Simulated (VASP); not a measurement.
# CoSi2 (Fm-3m) in VASP: single point with PBE

Aim: the single point of CoSi2 with PBE.

All numbers are computed with VASP 6.6.1; they aren't measurements. Logs are shortened: lines on timing, memory, paths and dates and some standing lists are left out, and cuts for length are marked.

## Step 1: The cell of the first run

It takes space group Fm-3m (No. 225, cubic). Conventional cell: a = 5.360 Å, b = 5.360 Å, c = 5.360 Å, α = 90.00°, β = 90.00°, γ = 90.00°. Within 3.1 Å of Co (site symmetry m-3m) lie 8 Si at 2.32 Å. Si (site symmetry -43m) has 4 Co at 2.32 Å and 6 Si at 2.68 Å within 3.1 Å.

## Step 2: Single point, PBE

Contents of INCAR:

```
PREC = Accurate
ENCUT = 520
EDIFF = 1E-7
ISMEAR = 1
SIGMA = 0.1
LREAL = False
LASPH = True
NELM = 60
ALGO = Normal
ISIF = 2
LWAVE = False
LCHARG = True
GGA = PE
LELF = True
LVHAR = True
NBANDS = 46
```

Contents of KPOINTS:

```
regular mesh
0
Gamma
  10 10 10
```

Contents of POSCAR:

```
CoSi2
1.0
    5.3596335684      0.0000000000      0.0000000000
    0.0000000000      5.3596335684      0.0000000000
    0.0000000000      0.0000000000      5.3596335684
Co Si
4 8
Direct
    0.0000000000      0.0000000000      0.0000000000
    0.0000000000      0.5000000000      0.5000000000
    0.5000000000      0.0000000000      0.5000000000
    0.5000000000      0.5000000000      0.0000000000
    0.2500000000      0.2500000000      0.2500000000
    0.7500000000      0.7500000000      0.7500000000
    0.2500000000      0.7500000000      0.7500000000
    0.7500000000      0.2500000000      0.2500000000
    0.7500000000      0.2500000000      0.7500000000
    0.2500000000      0.7500000000      0.2500000000
    0.7500000000      0.7500000000      0.2500000000
    0.2500000000      0.2500000000      0.7500000000
```

Potentials or basis: VASP PAW PBE potentials, release 64 (Co, Si).

Started as:

```console
cat potpaw_PBE.64/Co/POTCAR potpaw_PBE.64/Si/POTCAR > POTCAR
mpirun -np 1 vasp_std > vasp.out
```

OUTCAR:

```text
PREC = Accurate
   ENCUT = 520
   EDIFF = 1E-7
   ISMEAR = 1
   LREAL = False
   LASPH = True
   NELM = 60
   ISIF = 2
   GGA = PE

 ion  position               nearest neighbor table
   1  0.000  0.000  0.000-   5 2.32   6 2.32   7 2.32   8 2.32   9 2.32  10 2.32  11 2.32  12 2.32

   2  0.000  0.500  0.500-   5 2.32   6 2.32   7 2.32   8 2.32   9 2.32  10 2.32  11 2.32  12 2.32

   3  0.500  0.000  0.500-   5 2.32   6 2.32   7 2.32   8 2.32   9 2.32  10 2.32  11 2.32  12 2.32

   4  0.500  0.500  0.000-   5 2.32   6 2.32   7 2.32   8 2.32   9 2.32  10 2.32  11 2.32  12 2.32

   5  0.250  0.250  0.250-   1 2.32   2 2.32   3 2.32   4 2.32   8 2.68  10 2.68  12 2.68  12 2.68
                            10 2.68   8 2.68
   6  0.750  0.750  0.750-   1 2.32   2 2.32   3 2.32   4 2.32   7 2.68   9 2.68  11 2.68  11 2.68
                             9 2.68   7 2.68
   7  0.250  0.750  0.750-   1 2.32   2 2.32   3 2.32   4 2.32   6 2.68  10 2.68  12 2.68  10 2.68
                            12 2.68   6 2.68
   8  0.750  0.250  0.250-   1 2.32   2 2.32   3 2.32   4 2.32   5 2.68   9 2.68  11 2.68   9 2.68
                            11 2.68   5 2.68
   9  0.750  0.250  0.750-   1 2.32   2 2.32   3 2.32   4 2.32   6 2.68   8 2.68  12 2.68   8 2.68
                             6 2.68  12 2.68
  10  0.250  0.750  0.250-   1 2.32   2 2.32   3 2.32   4 2.32   5 2.68   7 2.68  11 2.68   7 2.68
                             5 2.68  11 2.68
  11  0.750  0.750  0.250-   1 2.32   2 2.32   3 2.32   4 2.32   6 2.68   8 2.68  10 2.68   6 2.68
                             8 2.68  10 2.68
  12  0.250  0.250  0.750-   1 2.32   2 2.32   3 2.32   4 2.32   5 2.68   7 2.68   9 2.68   5 2.68
                             7 2.68   9 2.68

  LATTYP: Found a simple cubic cell.
 ALAT       =     5.3596335684

  Lattice vectors:

 A1 = (   5.3596335684,   0.0000000000,   0.0000000000)
 A2 = (   0.0000000000,   5.3596335684,   0.0000000000)
 A3 = (   0.0000000000,   0.0000000000,   5.3596335684)

Analysis of symmetry for initial positions (statically):
=====================================================================
 Subroutine PRICEL returns following result:

  LATTYP: Found a face centered cubic cell.
 ALAT       =     5.3596335684

  Lattice vectors:

 A1 = (   2.6798167842,  -2.6798167842,   0.0000000000)
 A2 = (   2.6798167842,   0.0000000000,   2.6798167842)
 A3 = (   0.0000000000,  -2.6798167842,   2.6798167842)

   4 primitive cells build up your supercell.

 Routine SETGRP: Setting up the symmetry group for a
 simple cubic supercell.

 Subroutine GETGRP returns: Found 48 space group operations
 (whereof 48 operations were pure point group operations)
 out of a pool of 48 trial point group operations.

The static configuration has the point symmetry O_h .

Analysis of symmetry for dynamics (positions and initial velocities):
=====================================================================
 Subroutine PRICEL returns following result:

  LATTYP: Found a face centered cubic cell.
 ALAT       =     5.3596335684

  Lattice vectors:

 A1 = (   2.6798167842,  -2.6798167842,   0.0000000000)
 A2 = (   2.6798167842,   0.0000000000,   2.6798167842)
 A3 = (   0.0000000000,  -2.6798167842,   2.6798167842)

   4 primitive cells build up your supercell.

 Routine SETGRP: Setting up the symmetry group for a
 simple cubic supercell.

 Subroutine GETGRP returns: Found 48 space group operations
 (whereof 48 operations were pure point group operations)
 out of a pool of 48 trial point group operations.

The dynamic configuration has the point symmetry O_h .

 Subroutine INISYM returns: Found 48 space group operations
 (whereof 48 operations are pure point group operations),
 and found     4 'primitive' translations

----------------------------------------------------------------------------------------

                                     Primitive cell

  volume of cell :      38.4898

  direct lattice vectors                    reciprocal lattice vectors
     2.679816784 -2.679816784  0.000000000     0.186579920 -0.186579920 -0.186579920
     2.679816784  0.000000000  2.679816784     0.186579920  0.186579920  0.186579920
     0.000000000 -2.679816784  2.679816784    -0.186579920 -0.186579920  0.186579920

  length of vectors
     3.789833241  3.789833241  3.789833241     0.323165900  0.323165900  0.323165900

  position of ions in fractional coordinates (direct lattice)
     0.000000000  0.000000000  0.000000000
     0.750000000  0.750000000  0.750000000
     0.250000000  0.250000000  0.250000000

  ion indices of the primitive-cell ions
   primitive index   ion index
                 1           1
                 2           5
                 3           6

----------------------------------------------------------------------------------------

 KPOINTS: regular mesh

Automatic generation of k-mesh.
 Grid dimensions read from file:
 generate k-points for:   10   10   10

 Generating k-lattice:

  Cartesian coordinates                     Fractional coordinates (reciprocal lattice)
     0.018657992  0.000000000  0.000000000     0.100000000  0.000000000  0.000000000
     0.000000000  0.018657992  0.000000000     0.000000000  0.100000000  0.000000000
     0.000000000  0.000000000  0.018657992     0.000000000  0.000000000  0.100000000

  Length of vectors
     0.018657992  0.018657992  0.018657992

  Shift w.r.t. Gamma in fractional coordinates (k-lattice)
     0.000000000  0.000000000  0.000000000

 Subroutine IBZKPT returns following result:
 ===========================================

 Found     56 irreducible k-points:

 Following reciprocal coordinates:
            Coordinates               Weight
  0.000000  0.000000  0.000000      1.000000
  0.100000  0.000000  0.000000      6.000000
  0.200000  0.000000  0.000000      6.000000
  0.300000  0.000000  0.000000      6.000000
  0.400000  0.000000  0.000000      6.000000
  0.500000  0.000000  0.000000      3.000000
[... 16 lines left out ...]
  0.200000  0.100000  0.100000     24.000000
  0.300000  0.100000  0.100000     24.000000
 [... further k-points ...]
   k-points           NKPTS =     56   k-points in BZ     NKDIM =     56   number of bands    NBANDS=     46
   number of dos      NEDOS =    301   number of ions     NIONS =     12
   total plane-waves  NPLWV =  64000
   dimension x,y,z NGX =    40 NGY =   40 NGZ =   40
   dimension x,y,z NGXF=    80 NGYF=   80 NGZF=   80
   ions per type =               4   8
   NGX,Y,Z   is equivalent  to a cutoff of  12.41, 12.41, 12.41 a.u.
   NGXF,Y,Z  is equivalent  to a cutoff of  24.81, 24.81, 24.81 a.u.
 SYSTEM =  unknown system
   PREC   = accura    normal or accurate (medium, high low for compatibility)
   ISTART =      0    job   : 0-new  1-cont  2-samecut
   ICHARG =      2    charge: 1-file 2-atom 10-const
   ISPIN  =      1    spin polarized calculation?
   LNONCOLLINEAR =      F non collinear calculations
   LSORBIT =      F    spin-orbit coupling
   LASPH  =      T    aspherical Exc in radial PAW
   ENCUT  =  520.0 eV  38.22 Ry    6.18 a.u.   9.97  9.97  9.97*2*pi/ulx,y,z
   NELM   =     60;   NELMIN=  2; NELMDL= -5     # of ELM steps
   EDIFF  = 0.1E-06   stopping-criterion for ELM
   LREAL  =      F    real-space projection
   EDIFFG = 0.1E-05   stopping-criterion for IOM
   NSW    =      0    number of steps for IOM
   IBRION =     -1    ionic relax: 0-MD 1-quasi-New 2-CG
   NFREE  =      0    steps in history (QN), initial steepest desc. (CG)
   ISIF   =      2    stress and relaxation
   ISYM   =      2    0-nonsym 1-usesym 2-fastsym
   POTIM  = 0.5000    time-step for ionic-motion
   TEBEG  =    0.0;   TEEND  =   0.0 temperature during run
   PSTRESS=    0.0 pullay stress
   NELECT =      68.0000    total number of electrons
   NUPDOWN=      -1.0000    fix difference up-down
   EMIN   =  10.00;   EMAX   =-10.00  energy-range for DOS
   EFERMI =   0.00;   METHOD = LEGACY
   ISMEAR =     1;   SIGMA  =   0.10  broadening in eV -4-tet -1-fermi 0-gaus
   EFERMI_NEDOS =   21; number of points for ismear=-14 and -15
   IALGO  =     38    algorithm
   IMIX   =      4    mixing-type and parameters
     AMIX     =   0.40;   BMIX     =  1.00
     AMIX_MAG =   1.60;   BMIX_MAG =  1.00
  volume/ion in A,a.u.               =      12.83        86.58
  Fermi-wavevector in a.u.,A,eV,Ry     =   1.246740  2.355998 21.148374  1.554362
  Thomas-Fermi vector in A             =   2.380904
   LORBIT       =      0    0 simple, 1 ext, 2 COOP (PROOUT), +10 PAW based schemes
   GGA     = PE    functional components
   LHFCALC =     F    Hartree Fock is set to
   AEXX    =    0.0000 exact exchange contribution
   IVDW    =     0    specifies the selected vdW correction
   LEPSILON=     F    determine dielectric tensor
   LRPA    =     F    only Hartree local field effects (RPA)
 non-spin polarized calculation
 Methfessel and Paxton  Order N= 1 SIGMA  =   0.10
  energy-cutoff  :      520.00
  volume of cell :      153.96
 maximum number of plane-waves:      4224
 NGX is ok and might be reduce to    40
   NGX = 19   NGY = 19   NGZ = 19

 number of electron      67.9999982 magnetization

 Free energy of the ion-electron system (eV)
  ---------------------------------------------------
  ext. energy  EPLUGINS =         0.00000000
  ---------------------------------------------------
  free energy    TOTEN  =       -77.17988687 eV

  energy without entropy =      -77.17967038  energy(sigma->0) =      -77.17981470

 E-fermi :  10.0499     XC(G=0): -11.7369

 val. band max:       10.0485798813   @ k =   0.3000   0.2000   0.0000
 cond. band min:      10.0823519450   @ k =   0.4000   0.4000   0.0000
 fundamental gap:      0.0337720637
 Fermi energy:        10.0499296478

 k-point     1 :       0.0000    0.0000    0.0000
  band No.  band energies     occupation
      1      -3.0435      2.00000
      2       1.0186      2.00000
      3       1.0186      2.00000
      4       1.0186      2.00000
      5       2.8881      2.00000
      6       2.8881      2.00000
[... 1165 lines left out ...]
     45      14.4408      0.00000
     46      15.4631      0.00000

 [... further k-points ...]

------------------------ aborting loop because EDIFF is reached ----------------------------------------

  FORCE on cell =-STRESS in cart. coord.  units (eV):
  Direction    XX          YY          ZZ          XY          YZ          ZX
  --------------------------------------------------------------------------------------
  -------------------------------------------------------------------------------------
  Total       -0.1509526     -0.1509526     -0.1509526     -0.0000000      0.0000000     -0.0000000
  in kB       -1.5708900     -1.5708900     -1.5708900     -0.0000000      0.0000000     -0.0000000
  external PRESSURE =      -1.5708900 kB  Pullay stress =       0.0000000 kB

 VOLUME and BASIS-vectors are now :
 -----------------------------------------------------------------------------
  energy-cutoff  :      520.00
  volume of cell :      153.96
      direct lattice vectors                 reciprocal lattice vectors
     5.359633568  0.000000000  0.000000000     0.186579920  0.000000000  0.000000000
     0.000000000  5.359633568  0.000000000     0.000000000  0.186579920  0.000000000
     0.000000000  0.000000000  5.359633568     0.000000000  0.000000000  0.186579920

 POSITION                                       TOTAL-FORCE (eV/Angst)
 -----------------------------------------------------------------------------------
      0.00000      0.00000      0.00000        -0.000000     -0.000000     -0.000000
      0.00000      2.67982      2.67982        -0.000000      0.000000     -0.000000
      2.67982      0.00000      2.67982        -0.000000     -0.000000      0.000000
      2.67982      2.67982      0.00000         0.000000      0.000000     -0.000000
      1.33991      1.33991      1.33991         0.000000     -0.000000      0.000000
      4.01973      4.01973      4.01973         0.000000     -0.000000     -0.000000
      1.33991      4.01973      4.01973         0.000000     -0.000000      0.000000
      4.01973      1.33991      1.33991         0.000000     -0.000000      0.000000
      4.01973      1.33991      4.01973         0.000000     -0.000000      0.000000
      1.33991      4.01973      1.33991         0.000000      0.000000      0.000000
      4.01973      4.01973      1.33991        -0.000000     -0.000000     -0.000000
      1.33991      1.33991      4.01973         0.000000     -0.000000      0.000000
 -----------------------------------------------------------------------------------
    total drift:                               -0.000000     -0.000000     -0.000000

  FREE ENERGIE OF THE ION-ELECTRON SYSTEM (eV)
  ---------------------------------------------------
  free  energy   TOTEN  =       -77.1798868663 eV

  energy  without entropy=      -77.1796703787  energy(sigma->0) =      -77.17981470
```

It took 12 min on 1 thread of AMD EPYC 7R13, shared host; peak memory 0.4 GiB.

Results:

| Item | Value |
| --- | --- |
| Free energy | -77.1799 eV |
| Pressure | -0.2 GPa |
| Band gap on the k mesh | zero (bands 34 and 35 overlap by 1.44 eV) |

Levels at points of the mesh, in eV from the Fermi level:
```
           k point  band 31  band 32  band 33  band 34  band 35  band 36  band 37  band 38
(0.00, 0.00, 0.00)    -1.31    -1.31    -1.31     0.75     1.58     1.58     1.58     2.94
(0.50, 0.00, 0.00)    -0.30    -0.30    -0.30    -0.30    -0.23    -0.23     1.40     1.40
(0.50, 0.50, 0.00)    -1.06    -1.06     0.29     0.29     0.29     0.29     2.50     2.50
(0.50, 0.50, 0.50)    -0.46    -0.46    -0.46    -0.46    -0.46    -0.46     2.70     2.70
```

Caveat: the run has no spin polarisation, though such a crystal can be magnetic. Spin polarisation is off, so any magnetic state and its effect on volume and gap are missing.

The gap in the log of VASP goes by the Fermi energy; the results here count the filled bands.